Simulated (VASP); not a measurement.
# BeCdS4 (P4) in VASP: single point with PBE

Aim: the single point of BeCdS4 with PBE.

Program: VASP 6.6.1. These are calculated values, not measurements. Logs are shortened: lines on timing, memory, paths and dates and some standing lists are left out, and cuts for length are marked.

## Step 1: The cell of the first run

The structure is tetragonal, space group P4 (No. 75). Conventional cell: a = 5.588 Å, b = 5.588 Å, c = 3.822 Å, α = 90.00°, β = 90.00°, γ = 90.00°. Within 2.9 Å of Be (site symmetry 4) lie 4 S at 2.15 Å. Within 3.9 Å of Cd (site symmetry 4) lie 8 S at 2.92 Å and 2 Cd at 3.82 Å. Within 2.8 Å of S (site symmetry 1) lie 1 S at 2.10 Å and 1 Be at 2.15 Å.

The cell was generated, and may not be a known phase.

## Step 2: Single point, PBE

INCAR

```
PREC     = Accurate       # precision mode
ENCUT    = 630            # plane-wave cutoff, eV
EDIFF    = 1E-6           # SCF threshold, eV
ISMEAR   = 0              # smearing method
SIGMA    = 0.2            # smearing width, eV
LREAL    = False          # projectors in reciprocal space
LASPH    = True           # aspherical terms in the spheres
NELM     = 120            # most SCF steps
ALGO     = Normal         # electronic algorithm
ISIF     = 2              # what is computed and relaxed
LWAVE    = False          # write WAVECAR
LCHARG   = False          # write CHGCAR
GGA      = PE             # functional
NBANDS   = 32             # bands
GGA_COMPAT= False
```

KPOINTS

```
regular mesh
0
Gamma
  3 3 4
```

POSCAR

```
BeCdS4
1.0
    5.5875714651      0.0000000000      0.0000000000
    0.0000000000      5.5875714651      0.0000000000
    0.0000000000      0.0000000000      3.8222391295
Be Cd S
1 1 4
Direct
    0.0000000000      0.0000000000      0.3747517147
    0.5000000000      0.5000000000      0.8666954952
    0.1290623008      0.6366649007      0.3682132650
    0.8709376992      0.3633350993      0.3682132650
    0.3633350993      0.1290623008      0.3682132650
    0.6366649007      0.8709376992      0.3682132650
```

Potentials or basis: VASP PAW PBE potentials, release 64 (Be, Cd_sv_GW, S).

Launch:

```console
$ cat potpaw_PBE.64/Be/POTCAR potpaw_PBE.64/Cd_sv_GW/POTCAR potpaw_PBE.64/S/POTCAR > POTCAR
$ mpirun -np 1 vasp_std > vasp.out
```

OUTCAR:

```text
PREC = Accurate
   ENCUT = 630
   EDIFF = 1E-6
   ISMEAR = 0
   LREAL = False
   LASPH = True
   NELM = 120
   ISIF = 2
   GGA = PE

 ion  position               nearest neighbor table
   1  0.000  0.000  0.375-   3 2.15   4 2.15   5 2.15   6 2.15
   2  0.500  0.500  0.867-
   3  0.129  0.637  0.368-   4 2.10   1 2.15
   4  0.871  0.363  0.368-   3 2.10   1 2.15
   5  0.363  0.129  0.368-   6 2.10   1 2.15
   6  0.637  0.871  0.368-   5 2.10   1 2.15

  LATTYP: Found a simple tetragonal cell.
 ALAT       =     5.5875714651
 C/A-ratio  =     0.6840608936

  Lattice vectors:

 A1 = (   5.5875714651,   0.0000000000,   0.0000000000)
 A2 = (   0.0000000000,   5.5875714651,   0.0000000000)
 A3 = (   0.0000000000,   0.0000000000,   3.8222391295)

Analysis of symmetry for initial positions (statically):
=====================================================================
 Subroutine PRICEL returns:
 Original cell was already a primitive cell.

 Routine SETGRP: Setting up the symmetry group for a
 simple tetragonal supercell.

 Subroutine GETGRP returns: Found  4 space group operations
 (whereof  4 operations were pure point group operations)
 out of a pool of 16 trial point group operations.

The static configuration has the point symmetry     .

Analysis of symmetry for dynamics (positions and initial velocities):
=====================================================================
 Subroutine PRICEL returns:
 Original cell was already a primitive cell.

 Routine SETGRP: Setting up the symmetry group for a
 simple tetragonal supercell.

 Subroutine GETGRP returns: Found  4 space group operations
 (whereof  4 operations were pure point group operations)
 out of a pool of 16 trial point group operations.

The dynamic configuration has the point symmetry     .

 Subroutine INISYM returns: Found  4 space group operations
 (whereof  4 operations are pure point group operations),
 and found     1 'primitive' translations

----------------------------------------------------------------------------------------

                                     Primitive cell

  volume of cell :     119.3340

  direct lattice vectors                    reciprocal lattice vectors
     5.587571465  0.000000000  0.000000000     0.178968628  0.000000000  0.000000000
     0.000000000  5.587571465  0.000000000     0.000000000  0.178968628  0.000000000
     0.000000000  0.000000000  3.822239130     0.000000000  0.000000000  0.261626750

  length of vectors
     5.587571465  5.587571465  3.822239130     0.178968628  0.178968628  0.261626750

  position of ions in fractional coordinates (direct lattice)
     0.000000000  0.000000000  0.374751715
     0.500000000  0.500000000  0.866695495
     0.129062301  0.636664901  0.368213265
     0.870937699  0.363335099  0.368213265
     0.363335099  0.129062301  0.368213265
     0.636664901  0.870937699  0.368213265

  ion indices of the primitive-cell ions
   primitive index   ion index
                 1           1
                 2           2
                 3           3
                 4           4
                 5           5
                 6           6

----------------------------------------------------------------------------------------

 KPOINTS: regular mesh

Automatic generation of k-mesh.
 Grid dimensions read from file:
 generate k-points for:    3    3    4

 Generating k-lattice:

  Cartesian coordinates                     Fractional coordinates (reciprocal lattice)
     0.059656209  0.000000000  0.000000000     0.333333333  0.000000000  0.000000000
     0.000000000  0.059656209  0.000000000     0.000000000  0.333333333  0.000000000
     0.000000000  0.000000000  0.065406687     0.000000000  0.000000000  0.250000000

  Length of vectors
     0.059656209  0.059656209  0.065406687

  Shift w.r.t. Gamma in fractional coordinates (k-lattice)
     0.000000000  0.000000000  0.000000000

 Subroutine IBZKPT returns following result:
 ===========================================

 Found      9 irreducible k-points:

 Following reciprocal coordinates:
            Coordinates               Weight
  0.000000  0.000000  0.000000      1.000000
  0.333333  0.000000  0.000000      4.000000
  0.333333  0.333333  0.000000      4.000000
  0.000000  0.000000  0.250000      2.000000
  0.333333  0.000000  0.250000      8.000000
  0.333333  0.333333  0.250000      8.000000
  0.000000  0.000000  0.500000      1.000000
  0.333333  0.000000  0.500000      4.000000
  0.333333  0.333333  0.500000      4.000000
   k-points           NKPTS =      9   k-points in BZ     NKDIM =      9   number of bands    NBANDS=     32
   number of dos      NEDOS =    301   number of ions     NIONS =      6
   total plane-waves  NPLWV =  73728
   dimension x,y,z NGX =    48 NGY =   48 NGZ =   32
   dimension x,y,z NGXF=    96 NGYF=   96 NGZF=   64
   ions per type =               1   1   4
   NGX,Y,Z   is equivalent  to a cutoff of  14.28, 14.28, 13.92 a.u.
   NGXF,Y,Z  is equivalent  to a cutoff of  28.56, 28.56, 27.84 a.u.
 SYSTEM =  unknown system
   PREC   = accura    normal or accurate (medium, high low for compatibility)
   ISTART =      0    job   : 0-new  1-cont  2-samecut
   ICHARG =      2    charge: 1-file 2-atom 10-const
   ISPIN  =      1    spin polarized calculation?
   LNONCOLLINEAR =      F non collinear calculations
   LSORBIT =      F    spin-orbit coupling
   LASPH  =      T    aspherical Exc in radial PAW
   ENCUT  =  630.0 eV  46.30 Ry    6.80 a.u.  11.44 11.44  7.82*2*pi/ulx,y,z
   NELM   =    120;   NELMIN=  2; NELMDL= -5     # of ELM steps
   EDIFF  = 0.1E-05   stopping-criterion for ELM
   LREAL  =      F    real-space projection
   EDIFFG = 0.1E-04   stopping-criterion for IOM
   NSW    =      0    number of steps for IOM
   IBRION =     -1    ionic relax: 0-MD 1-quasi-New 2-CG
   NFREE  =      0    steps in history (QN), initial steepest desc. (CG)
   ISIF   =      2    stress and relaxation
   ISYM   =      2    0-nonsym 1-usesym 2-fastsym
   POTIM  = 0.5000    time-step for ionic-motion
   TEBEG  =    0.0;   TEEND  =   0.0 temperature during run
   PSTRESS=    0.0 pullay stress
   NELECT =      46.0000    total number of electrons
   NUPDOWN=      -1.0000    fix difference up-down
   EMIN   =  10.00;   EMAX   =-10.00  energy-range for DOS
   EFERMI =   0.00;   METHOD = LEGACY
   ISMEAR =     0;   SIGMA  =   0.20  broadening in eV -4-tet -1-fermi 0-gaus
   EFERMI_NEDOS =   21; number of points for ismear=-14 and -15
   IALGO  =     38    algorithm
   IMIX   =      4    mixing-type and parameters
     AMIX     =   0.40;   BMIX     =  1.00
     AMIX_MAG =   1.60;   BMIX_MAG =  1.00
  volume/ion in A,a.u.               =      19.89       134.22
  Fermi-wavevector in a.u.,A,eV,Ry     =   1.191442  2.251498 19.313920  1.419533
  Thomas-Fermi vector in A             =   2.327503
   LORBIT       =      0    0 simple, 1 ext, 2 COOP (PROOUT), +10 PAW based schemes
   GGA     = PE    functional components
   LHFCALC =     F    Hartree Fock is set to
   AEXX    =    0.0000 exact exchange contribution
   IVDW    =     0    specifies the selected vdW correction
   LEPSILON=     F    determine dielectric tensor
   LRPA    =     F    only Hartree local field effects (RPA)
 non-spin polarized calculation
 Gauss-broadening in eV      SIGMA  =   0.20
  energy-cutoff  :      630.00
  volume of cell :      119.33
 maximum number of plane-waves:      4368
 NGX is ok and might be reduce to    48
   NGX = 23   NGY = 23   NGZ = 15

 number of electron      46.0000019 magnetization

 Free energy of the ion-electron system (eV)
  ---------------------------------------------------
  ext. energy  EPLUGINS =         0.00000000
  ---------------------------------------------------
  free energy    TOTEN  =       -22.14999926 eV

  energy without entropy =      -22.13938534  energy(sigma->0) =      -22.14469230

 E-fermi :   5.2099     XC(G=0):  -9.5000

 val. band max:        5.1166051845   @ k =   0.0000   0.0000   0.5000
 cond. band min:       5.5872628943   @ k =   0.3333   0.0000   0.0000
 fundamental gap:      0.4706577098
 Fermi energy:         5.2099189225

 k-point     1 :       0.0000    0.0000    0.0000
  band No.  band energies     occupation
      1     -97.8848      2.00000
      2     -58.9520      2.00000
      3     -58.9520      2.00000
      4     -58.9435      2.00000
      5     -11.1964      2.00000
      6      -9.7663      2.00000
[... 24 lines left out ...]
     31      10.8108      0.00000
     32      10.8768      0.00000

 k-point     2 :       0.3333    0.0000    0.0000
  band No.  band energies     occupation
      1     -97.8848      2.00000
      2     -58.9520      2.00000
      3     -58.9520      2.00000
      4     -58.9435      2.00000
      5     -10.9066      2.00000
      6     -10.2101      2.00000
[... 24 lines left out ...]
     31      10.7520      0.00000
     32      11.1364      0.00000

 k-point     3 :       0.3333    0.3333    0.0000
  band No.  band energies     occupation
      1     -97.8848      2.00000
      2     -58.9520      2.00000
      3     -58.9520      2.00000
      4     -58.9435      2.00000
      5     -10.7008      2.00000
      6     -10.3336      2.00000
[... 24 lines left out ...]
     31      11.3200      0.00000
     32      11.3931      0.00000

 k-point     4 :       0.0000    0.0000    0.2500
  band No.  band energies     occupation
      1     -97.8848      2.00000
      2     -58.9520      2.00000
      3     -58.9520      2.00000
      4     -58.9439      2.00000
      5     -11.0766      2.00000
      6      -9.6759      2.00000
[... 129 lines left out ...]
     31      10.5475      0.00000
     32      11.2548      0.00000

 k-point     8 :       0.3333    0.0000    0.5000
  band No.  band energies     occupation
      1     -97.8848      2.00000
      2     -58.9519      2.00000
      3     -58.9519      2.00000
      4     -58.9444      2.00000
      5     -10.6857      2.00000
      6     -10.0291      2.00000
[... 24 lines left out ...]
     31      11.0802      0.00000
     32      11.5831      0.00000

 k-point     9 :       0.3333    0.3333    0.5000
  band No.  band energies     occupation
      1     -97.8848      2.00000
      2     -58.9519      2.00000
      3     -58.9519      2.00000
      4     -58.9444      2.00000
      5     -10.5096      2.00000
      6     -10.1717      2.00000
[... 24 lines left out ...]
     31      10.5177      0.00000
     32      11.9076      0.00000

------------------------ aborting loop because EDIFF is reached ----------------------------------------

  FORCE on cell =-STRESS in cart. coord.  units (eV):
  Direction    XX          YY          ZZ          XY          YZ          ZX
  --------------------------------------------------------------------------------------
  -------------------------------------------------------------------------------------
  Total       -0.7186838     -0.7186838      0.5155850      0.0000002      0.0000000      0.0000000
  in kB       -9.6490467     -9.6490467      6.9222424      0.0000029      0.0000000      0.0000000
  external PRESSURE =      -4.1252837 kB  Pullay stress =       0.0000000 kB

 VOLUME and BASIS-vectors are now :
 -----------------------------------------------------------------------------
  energy-cutoff  :      630.00
  volume of cell :      119.33
      direct lattice vectors                 reciprocal lattice vectors
     5.587571465  0.000000000  0.000000000     0.178968628  0.000000000  0.000000000
     0.000000000  5.587571465  0.000000000     0.000000000  0.178968628  0.000000000
     0.000000000  0.000000000  3.822239130     0.000000000  0.000000000  0.261626750

 POSITION                                       TOTAL-FORCE (eV/Angst)
 -----------------------------------------------------------------------------------
      0.00000      0.00000      1.43239        -0.000000      0.000000     -0.056591
      2.79379      2.79379      3.31272        -0.000000      0.000000      0.001725
      0.72114      3.55741      1.40740         0.005460     -0.026638      0.013716
      4.86643      2.03016      1.40740        -0.005460      0.026638      0.013716
      2.03016      0.72114      1.40740         0.026638      0.005460      0.013716
      3.55741      4.86643      1.40740        -0.026638     -0.005460      0.013716
 -----------------------------------------------------------------------------------
    total drift:                                0.000000     -0.000000      0.000367

  FREE ENERGIE OF THE ION-ELECTRON SYSTEM (eV)
  ---------------------------------------------------
  free  energy   TOTEN  =       -22.1499992640 eV

  energy  without entropy=      -22.1393853400  energy(sigma->0) =      -22.14469230
```

It took 31 s on 1 thread of AMD EPYC 9R45 (Zen 5), shared host; peak memory 0.25 GiB.

What came out:

```
Free energy            : -22.1500 eV
Pressure               : -0.4 GPa
Largest force          : 0.057 eV/Å
Band gap on the k mesh : zero (filled and empty bands touch)
```

Forces in eV/Å, atoms in the order of the input:
```
Be   0.000  0.000 -0.057
Cd   0.000  0.000  0.002
S    0.005 -0.027  0.014
S   -0.005  0.027  0.014
S    0.027  0.005  0.014
S   -0.027 -0.005  0.014
```

Caveat: the k points lie up to 0.41 Å⁻¹ apart; semilocal functionals underestimate gaps, and a narrow one can read as zero.

The gap in the log of VASP goes by the Fermi energy; the results here count the filled bands.